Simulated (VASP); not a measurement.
# BAs (F-43m) in VASP: further runs

BAs is run at these levels: PBE, r2SCAN; tasks: single point.

Program: VASP 6.6.1. These are calculated values, not measurements. Logs are shortened: lines on timing, memory, paths and dates and some standing lists are left out, and cuts for length are marked.

### Step 1. The cell of the first run

It takes space group F-43m (No. 216, cubic). Conventional cell: a = 4.784 Å, b = 4.784 Å, c = 4.784 Å, α = 90.00°, β = 90.00°, γ = 90.00°. Within 2.7 Å of B (site symmetry -43m) lie 4 As at 2.07 Å. As (site symmetry -43m) has 4 B at 2.07 Å within 2.7 Å.

### Step 2. Single point, PBE

Contents of INCAR:

```
PREC = Accurate ; ENCUT = 520
EDIFF = 1E-6 ; ISMEAR = 0
SIGMA = 0.01 ; LREAL = False
LASPH = True ; NELM = 80
ALGO = Normal ; ISIF = 2
LWAVE = False ; LCHARG = False
GGA = PE ; NBANDS = 11
```

Contents of KPOINTS:

```
Automatic mesh
0
Gamma
  10 10 10
```

Contents of POSCAR:

```
BAs
1.0
    0.0000000000      2.3918699032      2.3918699032
    2.3918699032      0.0000000000      2.3918699032
    2.3918699032      2.3918699032      0.0000000000
B As
1 1
Direct
    0.0000000000      0.0000000000      0.0000000000
    0.2500000000      0.2500000000      0.2500000000
```

Potentials or basis: VASP PAW PBE potentials, release 64 (B, As).

The run is started by

```bash
> cat potpaw_PBE.64/B/POTCAR potpaw_PBE.64/As/POTCAR > POTCAR
> mpirun -np 1 vasp_std > vasp.out
```

OUTCAR:

```text
PREC = Accurate
   ENCUT = 520
   EDIFF = 1E-6
   ISMEAR = 0
   LREAL = False
   LASPH = True
   NELM = 80
   ISIF = 2
   GGA = PE

 ion  position               nearest neighbor table
   1  0.000  0.000  0.000-   2 2.07   2 2.07   2 2.07   2 2.07
   2  0.250  0.250  0.250-   1 2.07   1 2.07   1 2.07   1 2.07

  LATTYP: Found a face centered cubic cell.
 ALAT       =     4.7837398064

  Lattice vectors:

 A1 = (   0.0000000000,   2.3918699032,   2.3918699032)
 A2 = (   2.3918699032,   0.0000000000,   2.3918699032)
 A3 = (   2.3918699032,   2.3918699032,   0.0000000000)

Analysis of symmetry for initial positions (statically):
=====================================================================
 Subroutine PRICEL returns:
 Original cell was already a primitive cell.

 Routine SETGRP: Setting up the symmetry group for a
 face centered cubic supercell.

 Subroutine GETGRP returns: Found 24 space group operations
 (whereof 24 operations were pure point group operations)
 out of a pool of 48 trial point group operations.

The static configuration has the point symmetry T_d .

Analysis of symmetry for dynamics (positions and initial velocities):
=====================================================================
 Subroutine PRICEL returns:
 Original cell was already a primitive cell.

 Routine SETGRP: Setting up the symmetry group for a
 face centered cubic supercell.

 Subroutine GETGRP returns: Found 24 space group operations
 (whereof 24 operations were pure point group operations)
 out of a pool of 48 trial point group operations.

The dynamic configuration has the point symmetry T_d .

 Subroutine INISYM returns: Found 24 space group operations
 (whereof 24 operations are pure point group operations),
 and found     1 'primitive' translations

----------------------------------------------------------------------------------------

                                     Primitive cell

  volume of cell :      27.3680

  direct lattice vectors                    reciprocal lattice vectors
     0.000000000  2.391869903  2.391869903    -0.209041470  0.209041470  0.209041470
     2.391869903  0.000000000  2.391869903     0.209041470 -0.209041470  0.209041470
     2.391869903  2.391869903  0.000000000     0.209041470  0.209041470 -0.209041470

  length of vectors
     3.382614857  3.382614857  3.382614857     0.362070446  0.362070446  0.362070446

[... 87 lines left out ...]
   ISYM   =      2    0-nonsym 1-usesym 2-fastsym
   POTIM  = 0.5000    time-step for ionic-motion
   TEBEG  =    0.0;   TEEND  =   0.0 temperature during run
   PSTRESS=    0.0 pullay stress
   NELECT =       8.0000    total number of electrons
   NUPDOWN=      -1.0000    fix difference up-down
   EMIN   =  10.00;   EMAX   =-10.00  energy-range for DOS
   EFERMI =   0.00;   METHOD = LEGACY
   ISMEAR =     0;   SIGMA  =   0.01  broadening in eV -4-tet -1-fermi 0-gaus
   EFERMI_NEDOS =   21; number of points for ismear=-14 and -15
   IALGO  =     38    algorithm
   IMIX   =      4    mixing-type and parameters
     AMIX     =   0.40;   BMIX     =  1.00
     AMIX_MAG =   1.60;   BMIX_MAG =  1.00
  volume/ion in A,a.u.               =      13.68        92.34
  Fermi-wavevector in a.u.,A,eV,Ry     =   1.086486  2.053160 16.061008  1.180451
  Thomas-Fermi vector in A             =   2.222623
   LORBIT       =      0    0 simple, 1 ext, 2 COOP (PROOUT), +10 PAW based schemes
   GGA     = PE    functional components
   LHFCALC =     F    Hartree Fock is set to
   AEXX    =    0.0000 exact exchange contribution
   IVDW    =     0    specifies the selected vdW correction
   LEPSILON=     F    determine dielectric tensor
   LRPA    =     F    only Hartree local field effects (RPA)
 non-spin polarized calculation
 Gauss-broadening in eV      SIGMA  =   0.01
  energy-cutoff  :      520.00
  volume of cell :       27.37
 maximum number of plane-waves:       754
 NGX is ok and might be reduce to    28
   NGX = 13   NGY = 13   NGZ = 13

 number of electron       8.0000000 magnetization

 Free energy of the ion-electron system (eV)
  ---------------------------------------------------
  ext. energy  EPLUGINS =         0.00000000
  ---------------------------------------------------
  free energy    TOTEN  =       -11.40867999 eV

  energy without entropy =      -11.40867999  energy(sigma->0) =      -11.40867999

 E-fermi :   6.1954     XC(G=0): -10.5660

 val. band max:        6.0797314420   @ k =   0.0000   0.0000   0.0000
 cond. band min:       7.2595213048   @ k =   0.4000   0.4000   0.0000
 fundamental gap:      1.1797898628
 Fermi energy:         6.1953987690

 k-point     1 :       0.0000    0.0000    0.0000
  band No.  band energies     occupation
      1      -9.2830      2.00000
      2       6.0797      2.00000
      3       6.0797      2.00000
      4       6.0797      2.00000
      5       9.3509      0.00000
      6       9.3509      0.00000
      7       9.3509      0.00000
      8      10.7128      0.00000
      9      15.6419      0.00000
     10      19.0131      0.00000
     11      19.0131      0.00000
[... 309 lines left out ...]
 k-point    24 :       0.4000    0.3000    0.0000
  band No.  band energies     occupation
      1      -6.6504      2.00000
      2      -0.3666      2.00000
      3       2.1208      2.00000
      4       2.6088      2.00000
      5       7.7781      0.00000
      6       9.4740      0.00000
      7      14.8853      0.00000
      8      15.1205      0.00000
      9      18.0960      0.00000
     10      21.8426      0.00000
     11      21.9237      0.00000

 [... further k-points ...]

------------------------ aborting loop because EDIFF is reached ----------------------------------------

  FORCE on cell =-STRESS in cart. coord.  units (eV):
  Direction    XX          YY          ZZ          XY          YZ          ZX
  --------------------------------------------------------------------------------------
  -------------------------------------------------------------------------------------
  Total        0.4803743      0.4803743      0.4803743     -0.0000000      0.0000000     -0.0000000
  in kB       28.1220986     28.1220986     28.1220986     -0.0000000      0.0000000     -0.0000000
  external PRESSURE =      28.1220986 kB  Pullay stress =       0.0000000 kB

 VOLUME and BASIS-vectors are now :
 -----------------------------------------------------------------------------
  energy-cutoff  :      520.00
  volume of cell :       27.37
      direct lattice vectors                 reciprocal lattice vectors
     0.000000000  2.391869903  2.391869903    -0.209041470  0.209041470  0.209041470
     2.391869903  0.000000000  2.391869903     0.209041470 -0.209041470  0.209041470
     2.391869903  2.391869903  0.000000000     0.209041470  0.209041470 -0.209041470

 POSITION                                       TOTAL-FORCE (eV/Angst)
 -----------------------------------------------------------------------------------
      0.00000      0.00000      0.00000         0.000000      0.000000      0.000000
      1.19593      1.19593      1.19593        -0.000000     -0.000000     -0.000000
 -----------------------------------------------------------------------------------
    total drift:                               -0.000000     -0.000000     -0.000000

  FREE ENERGIE OF THE ION-ELECTRON SYSTEM (eV)
  ---------------------------------------------------
  free  energy   TOTEN  =       -11.4086799868 eV

  energy  without entropy=      -11.4086799868  energy(sigma->0) =      -11.40867999
```

Run time: 31 s. Hardware: 1 thread of AMD EPYC, shared host; peak memory 0.13 GiB.

Results:

| Item | Value |
| --- | --- |
| Free energy | -11.4087 eV |
| Pressure | 2.8 GPa |
| Band gap on the k mesh | 1.18 eV, indirect (least direct gap 3.27 eV) |

Levels at points of the mesh, in eV from the valence-band top:
```csv
k point,band 2,band 3,band 4,band 5,band 6,band 7
"(0.00, 0.00, 0.00)",0.00,0.00,0.00,3.27,3.27,3.27
"(0.50, 0.00, 0.00)",-8.76,-1.81,-1.81,2.67,4.78,4.78
"(0.50, 0.50, 0.00)",-8.51,-4.06,-4.06,1.43,1.45,11.33
```

A k mesh can miss the band edges. A hybrid or GW would open this gap; PBE tends to underestimate it.

### Step 3. Single point, r2SCAN (volume changed by -6%)

Contents of POSCAR:

```
BAs
1.0
    0.0000000000      2.3430425310      2.3430425310
    2.3430425310      0.0000000000      2.3430425310
    2.3430425310      2.3430425310      0.0000000000
B As
1 1
Direct
    0.0000000000      0.0000000000      0.0000000000
    0.2500000000      0.2500000000      0.2500000000
```

Contents of INCAR.step1:

```
PREC = Accurate
ENCUT = 520
ISMEAR = 0
SIGMA = 0.01
LREAL = False
LASPH = True
NELM = 60
NBANDS = 11
GGA = PE
ALGO = Normal
EDIFF = 1E-4
LWAVE = True
LCHARG = False
```

Contents of INCAR.step2:

```
PREC = Accurate
ENCUT = 520
EDIFF = 1E-7
ISMEAR = 0
SIGMA = 0.01
LREAL = False
LASPH = True
NELM = 60
ALGO = Normal
ISIF = 2
LWAVE = False
LCHARG = False
METAGGA = R2SCAN
LMIXTAU = True
NBANDS = 11
ISTART = 1
```

Contents of KPOINTS:

```
regular mesh
0
Gamma
  8 8 8
```

Potentials or basis: VASP PAW PBE potentials, release 64 (B, As).

The run is started by

```bash
> cat potpaw_PBE.64/B/POTCAR potpaw_PBE.64/As/POTCAR > POTCAR
> cp INCAR.step1 INCAR
> mpirun -np 1 vasp_std > vasp.out
> cp INCAR.step2 INCAR
> mpirun -np 1 vasp_std > vasp.out
```

It took 1.7 min on 1 thread of AMD EPYC, shared host; peak memory 0.13 GiB.

Results (log left out):

* Free energy: -22.2019 eV
* Pressure: 10.3 GPa
* Band gap on the k mesh: 1.32 eV, indirect (least direct gap 3.51 eV)

Levels at points of the mesh, in eV from the valence-band top:
```tsv
k point	band 2	band 3	band 4	band 5	band 6	band 7
(0.00, 0.00, 0.00)	0.00	0.00	0.00	3.51	3.51	3.51
(0.50, 0.00, 0.00)	-9.69	-2.05	-2.05	3.33	5.11	5.11
(0.50, 0.50, 0.00)	-9.41	-4.57	-4.57	1.53	1.64	12.74
```

Caveat: the PAW data sets were made with another functional, which shifts forces and pressure a little.

### Step 4. Single point, r2SCAN (volume changed by -3%)

Contents of POSCAR:

```
BAs
1.0
    0.0000000000      2.3677079492      2.3677079492
    2.3677079492      0.0000000000      2.3677079492
    2.3677079492      2.3677079492      0.0000000000
B As
1 1
Direct
    0.0000000000      0.0000000000      0.0000000000
    0.2500000000      0.2500000000      0.2500000000
```

Contents of INCAR.step1:

```
ALGO = Normal
EDIFF = 1E-4
ENCUT = 520
GGA = PE
ISMEAR = 0
LASPH = T
LCHARG = F
LREAL = F
LWAVE = T
NBANDS = 11
NELM = 80
PREC = Accurate
SIGMA = 0.01
```

Contents of INCAR.step2:

```
ALGO = Normal
EDIFF = 1E-7
ENCUT = 520
ISIF = 2
ISMEAR = 0
ISTART = 1
LASPH = T
LCHARG = F
LMIXTAU = T
LREAL = F
LWAVE = F
METAGGA = R2SCAN
NBANDS = 11
NELM = 80
PREC = Accurate
SIGMA = 0.01
```

Contents of KPOINTS:

```
k-points
0
Gamma
  8 8 8
```

The run is started by

```bash
> cat potpaw_PBE.64/B/POTCAR potpaw_PBE.64/As/POTCAR > POTCAR
> cp INCAR.step1 INCAR
> mpirun -np 1 vasp_std > vasp.out
> cp INCAR.step2 INCAR
> mpirun -np 1 vasp_std > vasp.out
```

It took 1.8 min on 1 thread of AMD EPYC, shared host; peak memory 0.13 GiB.

The run converged. Its results:

```yaml
Free_energy: -22.2408 eV
Pressure: 4.9 GPa
Band_gap_on_the_k_mesh: 1.35 eV, indirect (least direct gap 3.48 eV)
```

Levels at points of the mesh, in eV from the valence-band top:
```
           k point  band 2  band 3  band 4  band 5  band 6  band 7
(0.00, 0.00, 0.00)    0.00    0.00    0.00    3.48    3.48    3.48
(0.50, 0.00, 0.00)   -9.44   -1.99   -1.99    3.14    5.08    5.08
(0.50, 0.50, 0.00)   -9.22   -4.43   -4.43    1.58    1.67   12.42
```

Caveat: the PAW data sets were made with another functional, which shifts forces and pressure a little. A k mesh can miss the band edges.

### Step 5. Single point, r2SCAN

Contents of POSCAR:

```
BAs
1.0
    0.0000000000      2.3918699032      2.3918699032
    2.3918699032      0.0000000000      2.3918699032
    2.3918699032      2.3918699032      0.0000000000
B As
1 1
Direct
    0.0000000000      0.0000000000      0.0000000000
    0.2500000000      0.2500000000      0.2500000000
```

Contents of INCAR.step1:

```
SYSTEM = BAs
  PREC = Accurate
  ENCUT = 520
  ISMEAR = 0
  SIGMA = 0.01
  LREAL = .FALSE.
  LASPH = .TRUE.
  NELM = 60
  NBANDS = 11
  GGA = PE
  ALGO = Normal
  EDIFF = 1E-4
  LWAVE = .TRUE.
  LCHARG = .FALSE.
```

Contents of INCAR.step2:

```
SYSTEM = BAs
  PREC = Accurate
  ENCUT = 520
  EDIFF = 1E-6
  ISMEAR = 0
  SIGMA = 0.01
  LREAL = .FALSE.
  LASPH = .TRUE.
  NELM = 60
  ALGO = Normal
  ISIF = 2
  LWAVE = .FALSE.
  LCHARG = .FALSE.
  METAGGA = R2SCAN
  LMIXTAU = .TRUE.
  NBANDS = 11
  ISTART = 1
```

Contents of KPOINTS:

```
Automatic mesh
0
G
  8 8 8
  0 0 0
```

The run is started by

```bash
> cat potpaw_PBE.64/B/POTCAR potpaw_PBE.64/As/POTCAR > POTCAR
> cp INCAR.step1 INCAR
> mpirun -np 1 vasp_std > vasp.out
> cp INCAR.step2 INCAR
> mpirun -np 1 vasp_std > vasp.out
```

Wall time 1.8 min (1 thread of AMD EPYC, shared host); peak memory 0.13 GiB.

It converged, with:

* Free energy: -22.2540 eV
* Pressure: 0.3 GPa
* Band gap on the k mesh: 1.39 eV, indirect (least direct gap 3.44 eV)

Levels at points of the mesh, in eV from the valence-band top:
```
           k point  band 1  band 2  band 3  band 4  band 5  band 6  band 7  band 8
(0.00, 0.00, 0.00)  -16.12    0.00    0.00    0.00    3.44    3.44    3.44    5.10
(0.50, 0.00, 0.00)  -13.11   -9.21   -1.93   -1.93    2.95    5.05    5.05    9.57
(0.50, 0.50, 0.00)  -11.68   -9.04   -4.29   -4.29    1.62    1.70   12.12   12.12
```

Caveat: the PAW data sets were made with another functional, which shifts forces and pressure a little.

(Part 1 of 2 ends here.)
